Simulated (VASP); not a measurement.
# Rh (Im-3m) in VASP: a series of runs

Runs on Rh. Level: r2SCAN. Tasks: relaxation of cell and atoms, single point.

Everything below comes from runs of VASP 6.6.1. Logs are shortened: lines on timing, memory, paths and dates and some standing lists are left out, and cuts for length are marked.

## Step 1: The cell of the first run

Symmetry: Im-3m, No. 229, cubic system. Conventional cell: a = 3.010 Å, b = 3.010 Å, c = 3.010 Å, α = 90.00°, β = 90.00°, γ = 90.00°. Within 3.4 Å of Rh (site symmetry m-3m) lie 14 Rh at 2.61 to 3.01 Å.

This isn't the form of Rh at room conditions, which is fcc.

## Step 2: Relaxation of cell and atoms, r2SCAN

File POSCAR:

```
Rh
1.0
    1.5050000000      1.5050000000      1.5050000000
   -1.5050000000      1.5050000000      1.5050000000
   -1.5050000000     -1.5050000000      1.5050000000
Rh
1
Direct
    0.0000000000      0.0000000000      0.0000000000
```

File INCAR.step1:

```
ALGO = Normal ; EDIFF = 1E-5
EDIFFG = -0.005 ; ENCUT = 680
GGA = PE ; GGA_COMPAT = False
IBRION = 2 ; ISIF = 3
ISMEAR = 0 ; LASPH = True
LCHARG = False ; LREAL = False
LWAVE = True ; NELM = 120
NELMIN = 4 ; NSW = 100
PREC = Accurate ; SIGMA = 0.1
```

File INCAR.step2:

```
ALGO = Normal ; EDIFF = 1E-7
EDIFFG = -0.02 ; ENCUT = 680
GGA_COMPAT = False ; IBRION = 2
ISIF = 3 ; ISMEAR = 0
ISTART = 1 ; LASPH = True
LCHARG = False ; LMIXTAU = True
LREAL = False ; LWAVE = False
METAGGA = R2SCAN ; NELM = 120
NELMIN = 4 ; NSW = 80
PREC = Accurate ; SIGMA = 0.1
```

File KPOINTS:

```
k-points
0
Gamma
  10 10 10
```

Potentials or basis: VASP PAW PBE potentials, release 64 (Rh_sv_GW).

Command:

```console
$ cat potpaw_PBE.64/Rh_sv_GW/POTCAR > POTCAR
$ cp INCAR.step1 INCAR
$ mpirun -np 1 vasp_std > vasp.out
$ cp INCAR.step2 INCAR
$ mpirun -np 1 vasp_std > vasp.out
```

OUTCAR:

```text
EDIFF = 1E-7
   EDIFFG = -0.02
   ENCUT = 680
   IBRION = 2
   ISIF = 3
   ISMEAR = 0
   ISTART = 1
   LASPH = True
   LREAL = False
   METAGGA = R2SCAN
   NELM = 120
   NELMIN = 4
   NSW = 80
   PREC = Accurate

 ion  position               nearest neighbor table
   1  0.000  0.000  0.000-

  LATTYP: Found a body centered cubic cell.
 ALAT       =     3.0100000000

  Lattice vectors:

 A1 = (   1.5050000000,  -1.5050000000,  -1.5050000000)
 A2 = (   1.5050000000,   1.5050000000,   1.5050000000)
 A3 = (  -1.5050000000,  -1.5050000000,   1.5050000000)

Analysis of symmetry for initial positions (statically):
=====================================================================
 Subroutine PRICEL returns:
 Original cell was already a primitive cell.

 Routine SETGRP: Setting up the symmetry group for a
 body centered cubic supercell.

 Subroutine GETGRP returns: Found 48 space group operations
 (whereof 48 operations were pure point group operations)
 out of a pool of 48 trial point group operations.

The static configuration has the point symmetry O_h .

Analysis of symmetry for dynamics (positions and initial velocities):
=====================================================================
 Subroutine PRICEL returns:
 Original cell was already a primitive cell.

 Routine SETGRP: Setting up the symmetry group for a
 body centered cubic supercell.

 Subroutine GETGRP returns: Found 48 space group operations
 (whereof 48 operations were pure point group operations)
 out of a pool of 48 trial point group operations.

The dynamic configuration has the point symmetry O_h .

 Subroutine INISYM returns: Found 48 space group operations
 (whereof 48 operations are pure point group operations),
 and found     1 'primitive' translations

----------------------------------------------------------------------------------------

                                     Primitive cell

  volume of cell :      13.6355

  direct lattice vectors                    reciprocal lattice vectors
     1.505000000  1.505000000  1.505000000     0.332225914  0.000000000  0.332225914
    -1.505000000  1.505000000  1.505000000    -0.332225914  0.332225914  0.000000000
    -1.505000000 -1.505000000  1.505000000     0.000000000 -0.332225914  0.332225914

  length of vectors
     2.606736465  2.606736465  2.606736465     0.469838393  0.469838393  0.469838393

  position of ions in fractional coordinates (direct lattice)
     0.000000000  0.000000000  0.000000000

  ion indices of the primitive-cell ions
   primitive index   ion index
                 1           1

[... 89 lines left out ...]
   IMIX   =      4    mixing-type and parameters
     AMIX     =   0.40;   BMIX     =  1.00
     AMIX_MAG =   1.60;   BMIX_MAG =  1.00
  volume/ion in A,a.u.               =      13.64        92.02
  Fermi-wavevector in a.u.,A,eV,Ry     =   1.761981  3.329662 42.240352  3.104578
  Thomas-Fermi vector in A             =   2.830444
   LORBIT       =      0    0 simple, 1 ext, 2 COOP (PROOUT), +10 PAW based schemes
   METAGGA = R2SCAN    functional components
   LHFCALC =     F    Hartree Fock is set to
   AEXX    =    0.0000 exact exchange contribution
   IVDW    =     0    specifies the selected vdW correction
   LEPSILON=     F    determine dielectric tensor
   LRPA    =     F    only Hartree local field effects (RPA)
 conjugate gradient relaxation of ions
 non-spin polarized calculation
 Gauss-broadening in eV      SIGMA  =   0.10
  energy-cutoff  :      680.00
  volume of cell :       13.64
 maximum number of plane-waves:       567
 NGX is ok and might be reduce to    24
   NGX = 11   NGY = 11   NGZ = 11

--------------------------------------- Ionic step        1  -------------------------------------------

 number of electron      16.9999998 magnetization

 Free energy of the ion-electron system (eV)
  ---------------------------------------------------
  ext. energy  EPLUGINS =         0.00000000
  ---------------------------------------------------
  free energy    TOTEN  =       -22.91683411 eV

  energy without entropy =      -22.90682153  energy(sigma->0) =      -22.91182782

------------------------ aborting loop because EDIFF is reached ----------------------------------------

  FORCE on cell =-STRESS in cart. coord.  units (eV):
  Direction    XX          YY          ZZ          XY          YZ          ZX
  --------------------------------------------------------------------------------------
  -------------------------------------------------------------------------------------
  Total        0.8089876      0.8089876      0.8089876      0.0000000      0.0000000      0.0000000
  in kB       95.0567494     95.0567494     95.0567494      0.0000000      0.0000000      0.0000000
  external PRESSURE =      95.0567494 kB  Pullay stress =       0.0000000 kB
[... 22 lines left out ...]
--------------------------------------- Ionic step        2  -------------------------------------------

 number of electron      16.9999997 magnetization

 E-fermi :   8.7939     XC(G=0): -14.4353

 val. band max:        8.7512106972   @ k =   0.4000   0.1000   0.0000
 cond. band min:       8.8039453540   @ k =   0.2000   0.1000   0.1000
 fundamental gap:      0.0527346567
 Fermi energy:         8.7938915637

 k-point     1 :       0.0000    0.0000    0.0000
  band No.  band energies     occupation
      1     -71.7129      2.00000
      2     -38.4782      2.00000
      3     -38.4782      2.00000
      4     -38.4782      2.00000
      5       1.6379      2.00000
      6       6.2228      2.00000
      7       6.2228      2.00000
      8       6.2228      2.00000
      9       8.3836      2.00000
     10       8.3836      2.00000
     11      27.7877      0.00000
     12      27.7877      0.00000
[... 414 lines left out ...]
--------------------------------------- Ionic step        4  -------------------------------------------

 number of electron      17.0000003 magnetization

 Free energy of the ion-electron system (eV)
  ---------------------------------------------------
  ext. energy  EPLUGINS =         0.00000000
  ---------------------------------------------------
  free energy    TOTEN  =       -22.93031234 eV

  energy without entropy =      -22.91996062  energy(sigma->0) =      -22.92513648

 E-fermi :  10.0698     XC(G=0): -15.0328

 val. band max:       10.0236602141   @ k =   0.4000   0.1000   0.0000
 cond. band min:      10.0833711539   @ k =   0.2000   0.1000   0.1000
 fundamental gap:      0.0597109398
 Fermi energy:        10.0697998791

 k-point     1 :       0.0000    0.0000    0.0000
  band No.  band energies     occupation
      1     -70.6415      2.00000
      2     -37.3146      2.00000
      3     -37.3146      2.00000
      4     -37.3146      2.00000
      5       2.3406      2.00000
      6       7.1554      2.00000
      7       7.1554      2.00000
      8       7.1554      2.00000
      9       9.5902      2.00000
     10       9.5902      2.00000
     11      29.1801      0.00000
     12      29.1801      0.00000
[... 373 lines left out ...]
  FREE ENERGIE OF THE ION-ELECTRON SYSTEM (eV)
  ---------------------------------------------------
  free  energy   TOTEN  =       -22.9303123386 eV

  energy  without entropy=      -22.9199606179  energy(sigma->0) =      -22.92513648

 reached required accuracy - stopping structural energy minimisation
```

OSZICAR.step1:

```text
N       E                     dE             d eps       ncg     rms          rms(c)
DAV:   1     0.328547878645E+03    0.32855E+03   -0.11782E+04  1128   0.212E+03
DAV:   2     0.169245784961E+02   -0.31162E+03   -0.28794E+03  1136   0.820E+02
DAV:   3    -0.624247873233E+01   -0.23167E+02   -0.21710E+02  1644   0.223E+02
DAV:   4    -0.692689759626E+01   -0.68442E+00   -0.65320E+00  1524   0.405E+01
[... 131 lines left out ...]
       N       E                     dE             d eps       ncg     rms          rms(c)
DAV:   1    -0.606816670180E+01   -0.64168E-05   -0.93265E-05  1192   0.282E-01    0.354E-02
DAV:   2    -0.606816138349E+01    0.53183E-05   -0.10597E-05   564   0.102E-01    0.115E-02
DAV:   3    -0.606816210585E+01   -0.72236E-06   -0.44960E-06   564   0.225E-02    0.541E-03
DAV:   4    -0.606816236276E+01   -0.25691E-06   -0.48347E-07   564   0.184E-02
  21 F= -.60681624E+01 E0= -.60614882E+01  d E =-.156864E-04
```

Run time: 7.3 min. Hardware: 1 thread of Intel Xeon Platinum 8259CL at 2.50GHz (Skylake/Cascade Lake), shared host; peak memory 0.16 GiB.

Results:

```
Free energy                           : -22.9303 eV
Relaxed volume                        : 14.11 Å³/atom
Relaxed cell                          : a = 2.636 Å, b = 2.636 Å, c = 2.636 Å, α = 70.53°, β = 109.47°, γ = 70.53°
Space group after relaxing (to 0.1 Å) : Im-3m (No. 229)
Energy gained by relaxing             : 13.5 meV/atom
Ionic steps                           : 4
Pressure after relaxing               : 0.0 GPa
Band gap on the k mesh                : zero (an odd number of electrons rules out a gap without spin polarisation)
```

The path:
| step | energy change (eV) | largest force (eV/Å) | pressure (GPa) | volume (Å³) |
| --- | --- | --- | --- | --- |
| 1 | 0.0000 | 0.0000 | 9.51 | 13.64 |
| 2 | 0.0554 | 0.0000 | -17.10 | 15.30 |
| 3 | -0.0135 | 0.0000 | -0.27 | 14.12 |
| 4 | -0.0135 | 0.0000 | -0.04 | 14.11 |

Final structure:
```
CELL_PARAMETERS angstrom
1.52210 1.52210 1.52210
-1.52210 1.52210 1.52210
-1.52210 -1.52210 1.52210
ATOMIC_POSITIONS crystal
Rh 0.00000 0.00000 0.00000
```

Caveat: the PAW data sets were made with another functional, which shifts forces and pressure a little.

## Step 3: Single point, r2SCAN

This run uses another cell than the first one, of 13.20 Å³/atom.

File POSCAR:

```
Rh
1.0
    1.4888190733      1.4888190733      1.4888190733
   -1.4888190733      1.4888190733      1.4888190733
   -1.4888190733     -1.4888190733      1.4888190733
Rh
1
Direct
    0.0000000000      0.0000000000      0.0000000000
```

File INCAR.step1:

```
SYSTEM = Rh
ALGO     = Normal         ! electronic algorithm
EDIFF    = 1E-5           ! SCF threshold, eV
ENCUT    = 680            ! plane-wave cutoff, eV
GGA      = PE             ! functional
GGA_COMPAT= .FALSE.      
ISMEAR   = 0              ! smearing method
LASPH    = .TRUE.         ! aspherical terms in the spheres
LCHARG   = .FALSE.        ! write CHGCAR
LREAL    = .FALSE.        ! projectors in reciprocal space
LWAVE    = .TRUE.         ! write WAVECAR
NBANDS   = 14             ! bands
NELM     = 120            ! most SCF steps
PREC     = Accurate       ! precision mode
SIGMA    = 0.1            ! smearing width, eV
```

File INCAR.step2:

```
SYSTEM = Rh
ALGO     = Normal         ! electronic algorithm
EDIFF    = 1E-6           ! SCF threshold, eV
ENCUT    = 680            ! plane-wave cutoff, eV
GGA_COMPAT= .FALSE.      
ISIF     = 2              ! what is computed and relaxed
ISMEAR   = 0              ! smearing method
ISTART   = 1            
LASPH    = .TRUE.         ! aspherical terms in the spheres
LCHARG   = .FALSE.        ! write CHGCAR
LMIXTAU  = .TRUE.       
LREAL    = .FALSE.        ! projectors in reciprocal space
LWAVE    = .FALSE.        ! write WAVECAR
METAGGA  = R2SCAN         ! meta-GGA
NBANDS   = 14             ! bands
NELM     = 120            ! most SCF steps
PREC     = Accurate       ! precision mode
SIGMA    = 0.1            ! smearing width, eV
```

File KPOINTS:

```
k-points
0
G
  10 10 10
  0 0 0
```

Potentials or basis: VASP PAW PBE potentials, release 64 (Rh_sv_GW).

Command:

```console
$ cat potpaw_PBE.64/Rh_sv_GW/POTCAR > POTCAR
$ cp INCAR.step1 INCAR
$ mpirun -np 1 vasp_std > vasp.out
$ cp INCAR.step2 INCAR
$ mpirun -np 1 vasp_std > vasp.out
```

It took 39 s on 1 thread of Intel Xeon Platinum 8488C (Sapphire Rapids), shared host; peak memory 0.16 GiB.

Results (log left out):

```yaml
Free_energy: -22.8769 eV
Pressure: 20.1 GPa
Band_gap_on_the_k_mesh: zero (an odd number of electrons rules out a gap without spin polarisation)
```

Levels at points of the mesh, in eV from the Fermi level:
```
           k point  band 5  band 6  band 7  band 8  band 9  band 10  band 11  band 12  band 13  band 14
(0.00, 0.00, 0.00)   -8.20   -3.23   -3.23   -3.23   -0.55    -0.55    19.16    19.16    19.16    30.63
(0.50, 0.00, 0.00)   -6.48   -4.94   -0.57   -0.13    1.54     1.88    10.57    15.32    20.00    27.12
(0.50, 0.50, 0.50)   -6.60   -6.60    1.30    1.30    1.30    10.38    10.38    10.38    20.81    20.81
```

Caveat: the cell stands under pressure; the PAW data sets were made with another functional, which shifts forces and pressure a little.

The gap in the log of VASP goes by the Fermi energy; the results here count the filled bands.